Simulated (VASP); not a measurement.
# Cu (I4/mmm) in VASP: notebook, part 2 of 2

VASP 6.6.1. The steps go on from the part before.

**3. Single point, PBE**

File INCAR:

```
ALGO = Normal
EDIFF = 1E-7
ENCUT = 520
GGA = PE
ISIF = 2
ISMEAR = 0
LASPH = T
LCHARG = F
LREAL = F
LWAVE = F
NBANDS = 12
NELM = 80
PREC = Accurate
SIGMA = 0.15
```

File KPOINTS:

```
k-points
0
Gamma
  22 22 22
```

File POSCAR:

```
Cu
1.0
   -1.4732621059      1.4732621059      1.3589500000
    1.4732621059     -1.4732621059      1.3589500000
    1.4732621059      1.4732621059     -1.3589500000
Cu
1
Direct
    0.0000000000      0.0000000000      0.0000000000
```

Potentials or basis: VASP PAW PBE potentials, release 64 (Cu).

Launch:

```console
> cat potpaw_PBE.64/Cu/POTCAR > POTCAR
> mpirun -np 1 vasp_std > vasp.out
```

OUTCAR:

```text
EDIFF = 1E-7
   ENCUT = 520
   GGA = PE
   ISIF = 2
   ISMEAR = 0
   LASPH = T
   LREAL = F
   NELM = 80
   PREC = Accurate

 ion  position               nearest neighbor table
   1  0.000  0.000  0.000-

  LATTYP: Found a body centered tetragonal cell.
 ALAT       =     2.9465242118
 C/A-ratio  =     0.9224088467

  Lattice vectors:

 A1 = (  -1.4732621059,   1.4732621059,   1.3589500000)
 A2 = (   1.4732621059,  -1.4732621059,   1.3589500000)
 A3 = (   1.4732621059,   1.4732621059,  -1.3589500000)

Analysis of symmetry for initial positions (statically):
=====================================================================
 Subroutine PRICEL returns:
 Original cell was already a primitive cell.

 Routine SETGRP: Setting up the symmetry group for a
 body centered tetragonal supercell.

 Subroutine GETGRP returns: Found 16 space group operations
 (whereof 16 operations were pure point group operations)
 out of a pool of 16 trial point group operations.

The static configuration has the point symmetry D_4h.

Analysis of symmetry for dynamics (positions and initial velocities):
=====================================================================
 Subroutine PRICEL returns:
 Original cell was already a primitive cell.

 Routine SETGRP: Setting up the symmetry group for a
 body centered tetragonal supercell.

 Subroutine GETGRP returns: Found 16 space group operations
 (whereof 16 operations were pure point group operations)
 out of a pool of 16 trial point group operations.

The dynamic configuration has the point symmetry D_4h.

 Subroutine INISYM returns: Found 16 space group operations
 (whereof 16 operations are pure point group operations),
 and found     1 'primitive' translations

----------------------------------------------------------------------------------------

                                     Primitive cell

  volume of cell :      11.7984

  direct lattice vectors                    reciprocal lattice vectors
    -1.473262106  1.473262106  1.358950000     0.000000000  0.339382923  0.367931123
     1.473262106 -1.473262106  1.358950000     0.339382923  0.000000000  0.367931123
     1.473262106  1.473262106 -1.358950000     0.339382923  0.339382923  0.000000000

  length of vectors
     2.487518355  2.487518355  2.487518355     0.500553773  0.500553773  0.479959933

  position of ions in fractional coordinates (direct lattice)
     0.000000000  0.000000000  0.000000000

  ion indices of the primitive-cell ions
   primitive index   ion index
                 1           1

----------------------------------------------------------------------------------------

 KPOINTS: k-points

Automatic generation of k-mesh.
 Grid dimensions read from file:
 generate k-points for:   22   22   22

 Generating k-lattice:

  Cartesian coordinates                     Fractional coordinates (reciprocal lattice)
     0.000000000  0.015426497  0.016724142     0.045454545 -0.000000000  0.000000000
     0.015426497  0.000000000  0.016724142    -0.000000000  0.045454545  0.000000000
     0.015426497  0.015426497  0.000000000     0.000000000  0.000000000  0.045454545

  Length of vectors
     0.022752444  0.022752444  0.021816361

  Shift w.r.t. Gamma in fractional coordinates (k-lattice)
     0.000000000  0.000000000  0.000000000

 Subroutine IBZKPT returns following result:
 ===========================================

 Found    834 irreducible k-points:

 Following reciprocal coordinates:
            Coordinates               Weight
  0.000000  0.000000  0.000000      1.000000
  0.045455 -0.000000  0.000000      8.000000
  0.090909 -0.000000  0.000000      8.000000
  0.136364 -0.000000  0.000000      8.000000
  0.181818 -0.000000  0.000000      8.000000
  0.227273 -0.000000  0.000000      8.000000
[... 16 lines left out ...]
  0.500000  0.045455  0.000000     16.000000
 -0.454545  0.045455 -0.000000     16.000000
 [... further k-points ...]
   k-points           NKPTS =    834   k-points in BZ     NKDIM =    834   number of bands    NBANDS=     12
   number of dos      NEDOS =    301   number of ions     NIONS =      1
   total plane-waves  NPLWV =   8000
   dimension x,y,z NGX =    20 NGY =   20 NGZ =   20
   dimension x,y,z NGXF=    40 NGYF=   40 NGZF=   40
   ions per type =               1
   NGX,Y,Z   is equivalent  to a cutoff of  13.37, 13.37, 13.37 a.u.
   NGXF,Y,Z  is equivalent  to a cutoff of  26.73, 26.73, 26.73 a.u.
 SYSTEM =  unknown system
   PREC   = accura    normal or accurate (medium, high low for compatibility)
   ISTART =      0    job   : 0-new  1-cont  2-samecut
   ICHARG =      2    charge: 1-file 2-atom 10-const
   ISPIN  =      1    spin polarized calculation?
   LNONCOLLINEAR =      F non collinear calculations
   LSORBIT =      F    spin-orbit coupling
   LASPH  =      T    aspherical Exc in radial PAW
   ENCUT  =  520.0 eV  38.22 Ry    6.18 a.u.   4.63  4.63  4.63*2*pi/ulx,y,z
   NELM   =     80;   NELMIN=  2; NELMDL= -5     # of ELM steps
   EDIFF  = 0.1E-06   stopping-criterion for ELM
   LREAL  =      F    real-space projection
   EDIFFG = 0.1E-05   stopping-criterion for IOM
   NSW    =      0    number of steps for IOM
   IBRION =     -1    ionic relax: 0-MD 1-quasi-New 2-CG
   NFREE  =      0    steps in history (QN), initial steepest desc. (CG)
   ISIF   =      2    stress and relaxation
   ISYM   =      2    0-nonsym 1-usesym 2-fastsym
   POTIM  = 0.5000    time-step for ionic-motion
   TEBEG  =    0.0;   TEEND  =   0.0 temperature during run
   PSTRESS=    0.0 pullay stress
   NELECT =      11.0000    total number of electrons
   NUPDOWN=      -1.0000    fix difference up-down
   EMIN   =  10.00;   EMAX   =-10.00  energy-range for DOS
   EFERMI =   0.00;   METHOD = LEGACY
   ISMEAR =     0;   SIGMA  =   0.15  broadening in eV -4-tet -1-fermi 0-gaus
   EFERMI_NEDOS =   21; number of points for ismear=-14 and -15
   IALGO  =     38    algorithm
   IMIX   =      4    mixing-type and parameters
     AMIX     =   0.40;   BMIX     =  1.00
     AMIX_MAG =   1.60;   BMIX_MAG =  1.00
  volume/ion in A,a.u.               =      11.80        79.62
  Fermi-wavevector in a.u.,A,eV,Ry     =   1.599305  3.022248 34.800650  2.557776
  Thomas-Fermi vector in A             =   2.696618
   LORBIT       =      0    0 simple, 1 ext, 2 COOP (PROOUT), +10 PAW based schemes
   GGA     = PE    functional components
   LHFCALC =     F    Hartree Fock is set to
   AEXX    =    0.0000 exact exchange contribution
   IVDW    =     0    specifies the selected vdW correction
   LEPSILON=     F    determine dielectric tensor
   LRPA    =     F    only Hartree local field effects (RPA)
 non-spin polarized calculation
 Gauss-broadening in eV      SIGMA  =   0.15
  energy-cutoff  :      520.00
  volume of cell :       11.80
 maximum number of plane-waves:       330
   NGX =  9   NGY =  9   NGZ =  9

 number of electron      10.9999996 magnetization

 Free energy of the ion-electron system (eV)
  ---------------------------------------------------
  ext. energy  EPLUGINS =         0.00000000
  ---------------------------------------------------
  free energy    TOTEN  =        -3.69068015 eV

  energy without entropy =       -3.68617400  energy(sigma->0) =       -3.68842707

 E-fermi :   7.6084     XC(G=0): -12.7322

 val. band max:        7.6075937017   @ k =   0.1818   0.1818   0.1364
 cond. band min:       7.6102950679   @ k =   0.5000   0.1364   0.0909
 fundamental gap:      0.0027013662
 Fermi energy:         7.6084099815

 k-point     1 :       0.0000    0.0000    0.0000
  band No.  band energies     occupation
      1      -1.7552      2.00000
      2       4.2927      2.00000
      3       4.6182      2.00000
      4       4.6182      2.00000
      5       5.2998      2.00000
      6       5.6450      2.00000
      7      31.6859      0.00000
      8      31.6859      0.00000
      9      34.0080      0.00000
     10      35.6649      0.00000
     11      35.7475      0.00000
     12      35.9434      0.00000
[... 331 lines left out ...]
 k-point    24 :      -0.4545    0.0455   -0.0000
  band No.  band energies     occupation
      1       2.5518      2.00000
      2       3.7070      2.00000
      3       5.4621      2.00000
      4       5.5878      2.00000
      5       5.9383      2.00000
      6       6.7234      2.00000
      7      13.6581      0.00000
      8      23.7180      0.00000
      9      24.7551      0.00000
     10      29.0347      0.00000
     11      31.9163      0.00000
     12      41.2129      0.00000

 [... further k-points ...]

------------------------ aborting loop because EDIFF is reached ----------------------------------------

  FORCE on cell =-STRESS in cart. coord.  units (eV):
  Direction    XX          YY          ZZ          XY          YZ          ZX
  --------------------------------------------------------------------------------------
  -------------------------------------------------------------------------------------
  Total        0.2213809      0.2213809      0.2650166      0.0000000      0.0000000      0.0000000
  in kB       30.0626501     30.0626501     35.9882004      0.0000000      0.0000000      0.0000000
  external PRESSURE =      32.0378335 kB  Pullay stress =       0.0000000 kB

 VOLUME and BASIS-vectors are now :
 -----------------------------------------------------------------------------
  energy-cutoff  :      520.00
  volume of cell :       11.80
      direct lattice vectors                 reciprocal lattice vectors
    -1.473262106  1.473262106  1.358950000     0.000000000  0.339382923  0.367931123
     1.473262106 -1.473262106  1.358950000     0.339382923  0.000000000  0.367931123
     1.473262106  1.473262106 -1.358950000     0.339382923  0.339382923  0.000000000

 POSITION                                       TOTAL-FORCE (eV/Angst)
 -----------------------------------------------------------------------------------
      0.00000      0.00000      0.00000         0.000000      0.000000     -0.000000
 -----------------------------------------------------------------------------------
    total drift:                                0.000000     -0.000000      0.000000

  FREE ENERGIE OF THE ION-ELECTRON SYSTEM (eV)
  ---------------------------------------------------
  free  energy   TOTEN  =        -3.6906801481 eV

  energy  without entropy=       -3.6861739957  energy(sigma->0) =       -3.68842707
```

OSZICAR:

```text
N       E                     dE             d eps       ncg     rms          rms(c)
DAV:   1     0.424468638659E+02    0.42447E+02   -0.54180E+03 22268   0.154E+03
DAV:   2    -0.326198093841E+01   -0.45709E+02   -0.42307E+02 20636   0.204E+02
DAV:   3    -0.458264766266E+01   -0.13207E+01   -0.13093E+01 23188   0.395E+01
DAV:   4    -0.459082695465E+01   -0.81793E-02   -0.81783E-02 22504   0.276E+00
DAV:   5    -0.459090472545E+01   -0.77771E-04   -0.77769E-04 23232   0.274E-01    0.761E+00
DAV:   6    -0.406075642445E+01    0.53015E+00   -0.13924E+01 23288   0.711E+01    0.388E+00
DAV:   7    -0.370397893787E+01    0.35678E+00   -0.22236E+00 23464   0.284E+01    0.624E-01
DAV:   8    -0.369175283849E+01    0.12226E-01   -0.49950E-03 25660   0.740E-01    0.246E-01
DAV:   9    -0.369067987861E+01    0.10730E-02   -0.65273E-03 25488   0.140E+00    0.313E-02
DAV:  10    -0.369068140881E+01   -0.15302E-05   -0.41445E-05 29844   0.109E-01    0.866E-03
DAV:  11    -0.369067998291E+01    0.14259E-05   -0.13091E-06 24564   0.213E-02    0.254E-04
DAV:  12    -0.369068010886E+01   -0.12594E-06   -0.12906E-08 13120   0.116E-03    0.116E-04
DAV:  13    -0.369068014813E+01   -0.39276E-07   -0.34766E-09 11232   0.777E-04
   1 F= -.36906801E+01 E0= -.36884271E+01  d E =-.450615E-02
```

It took 2.7 min on 1 thread of Intel Xeon 8259CL, shared host; peak memory 0.22 GiB.

What came out:

| Quantity | Value |
| --- | --- |
| Free energy | -3.6907 eV |
| Pressure | 3.2 GPa |
| Band gap on the k mesh | zero (an odd number of electrons rules out a gap without spin polarisation) |

Stress tensor (GPa, compression positive):
```
3.01 0.00 0.00
0.00 3.01 0.00
0.00 0.00 3.60
```

Levels at points of the mesh, in eV from the Fermi level:
```csv
k point,band 3,band 4,band 5,band 6,band 7,band 8,band 9,band 10
"(0.00, 0.00, 0.00)",-2.99,-2.99,-2.31,-1.96,24.08,24.08,26.40,28.06
"(0.50, 0.00, 0.00)",-2.15,-1.84,-1.38,-0.37,4.67,16.84,16.85,20.77
"(0.50, 0.50, 0.00)",-2.39,-2.09,-1.41,-0.99,3.78,18.99,19.24,22.75
"(0.50, 0.50, 0.50)",-1.57,-1.57,-1.49,7.21,7.21,10.33,12.81,13.48
```

Caveat: the cell stands under pressure.
